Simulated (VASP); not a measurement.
## Sb: vibrations by perturbation theory with PBEsol

The system is Sb.

```xyz
2
Lattice="3.3545 0.0000 0.0000 -1.6773 2.9051 0.0000 0.0000 0.0000 5.4702" Properties=species:S:1:pos:R:3 pbc="T T T"
Sb    1.6773    0.9684    4.1026
Sb    0.0000    1.9367    1.3675
```

This isn't the form of Sb at room conditions, which is rhombohedral.

| Quantity | Value |
| --- | --- |
| Program | VASP 6.6.1 |
| Task | vibrations by perturbation theory |
| Functional | PBEsol |
| Potentials or basis | VASP PAW PBE potentials, release 64 (Sb) |
| Cutoff | 520 eV |
| k mesh | 8 × 8 × 4 |
| Occupations | fermi-dirac, width 0.05 eV |
| Spin | no spin polarisation |
| Dipole correction | no |
| Further INCAR settings | ALGO = Normal; EDIFF = 1e-08; IBRION = 8; NSW = 1 |

```json
{
 "Highest phonon frequency at Γ": "74 cm⁻¹",
 "Most unstable mode": "26i cm⁻¹"
}
```

Phonon frequencies in cm⁻¹ (negative: imaginary):
```
              q point       frequencies
(0.000, 0.000, 0.000)  -26 -26 0 0 0 74
```

Run time: 2.6 min on 1 thread of Intel Xeon 8259CL, with other jobs on the host, peak memory 0.26 GiB.

Caveat: the cell stands under pressure or tension, which shifts response properties; some modes are imaginary.
